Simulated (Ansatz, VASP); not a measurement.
**Two plane-wave programs on Al2InN3**

File INCAR:

```
SYSTEM = Al2InN3
PREC = Accurate
ENCUT = 520
EDIFF = 1E-6
ISMEAR = 0
SIGMA = 0.05
LREAL = .False.
LASPH = .True.
NELM = 80
ALGO = Normal
ISIF = 2
LWAVE = .False.
LCHARG = .True.
GGA = PE
LELF = .True.
LVHAR = .True.
NBANDS = 46
```

Contents of KPOINTS:

```
regular mesh
0
Gamma
  6 6 6
  0 0 0
```

Contents of POSCAR:

```
Al2InN3
1.0
    4.9112360591     -2.6069961457      0.0000000000
    4.9112360591      2.6069961457      0.0000000000
    0.0000000000      0.0000000000      5.2433799143
Al In N
4 2 6
Direct
    0.0084427086      0.3348641725      0.9917411822
    0.6651358275      0.9915572914      0.9917411822
    0.9915572914      0.6651358275      0.4917411822
    0.3348641725      0.0084427086      0.4917411822
    0.3220722962      0.6779277038      0.9869930315
    0.6779277038      0.3220722962      0.4869930315
    0.0367610679      0.3336262977      0.3556963910
    0.6663737023      0.9632389321      0.3556963910
    0.9632389321      0.6663737023      0.8556963910
    0.3336262977      0.0367610679      0.8556963910
    0.2982358752      0.7017641248      0.4061317922
    0.7017641248      0.2982358752      0.9061317922
```

Input for Ansatz:

```yaml
crystal:
  lattice:
    - [4.9112360591, -2.6069961457, 0.0]
    - [4.9112360591, 2.6069961457, 0.0]
    - [0.0, 0.0, 5.2433799143]
  atoms:
    - { symbol: Al, position: [0.0084427086, 0.3348641725, 0.9917411822] }
    - { symbol: Al, position: [0.6651358275, 0.9915572914, 0.9917411822] }
    - { symbol: Al, position: [0.9915572914, 0.6651358275, 0.4917411822] }
    - { symbol: Al, position: [0.3348641725, 0.0084427086, 0.4917411822] }
    - { symbol: In, position: [0.3220722962, 0.6779277038, 0.9869930315] }
    - { symbol: In, position: [0.6779277038, 0.3220722962, 0.4869930315] }
    - { symbol: "N", position: [0.0367610679, 0.3336262977, 0.355696391] }
    - { symbol: "N", position: [0.6663737023, 0.9632389321, 0.355696391] }
    - { symbol: "N", position: [0.9632389321, 0.6663737023, 0.855696391] }
    - { symbol: "N", position: [0.3336262977, 0.0367610679, 0.855696391] }
    - { symbol: "N", position: [0.2982358752, 0.7017641248, 0.4061317922] }
    - { symbol: "N", position: [0.7017641248, 0.2982358752, 0.9061317922] }
basis:
  ecutwfc: 520.0
kpoints:
  mp_grid: { grid: [6, 6, 6] }
hamiltonian:
  xc: pbe
  pseudopotentials: { kind: paw, azcp: { folder: soft_1 } }
scf:
  occupations: { method: gaussian, width: 0.05 }
output:
  forces: true
  stress: true
  eigenvalues: true
  write_density: true
  write_potential: true
  elf: true
  volumetric_format: npy
```

Change from the starting cell: volume 11.189 Å^3 an atom, stretch along b over the lengths across it, relative to the relaxed cell 0.9230.

Alike in both runs: task single point; functional PBE; k mesh 6 × 6 × 6; occupations gaussian, width 0.05 eV; no spin polarisation.

|  | VASP | Ansatz |
| --- | --- | --- |
| version | VASP 6.6.1 | Ansatz 0.2.0 |
| potentials or method | VASP PAW PBE potentials, release 64 (Al, In_d, N), cutoff 520 eV | scalar-relativistic, plane waves, PAW |
| valence electrons in the cell | 68 | 68 |

Ansatz gave:

```
gap on the k mesh at the Fermi level (eV)                     : 2.43
least direct gap on the mesh (eV)                             : 2.43
pressure (GPa)                                                : 18.1
traceless stress, the component that is largest in VASP (GPa) : 20.08
rms of the force components (eV/Å)                            : 0.781
```

Q: What did VASP give for the same quantities?

A: gap on the k mesh at the Fermi level (eV): 2.43; least direct gap on the mesh (eV): 2.43; pressure (GPa): 18.0; traceless stress, the component that is largest in VASP (GPa): 20.16; rms of the force components (eV/Å): 0.783.

Atom by atom the forces differ by 0.009 eV/Å (rms over components).
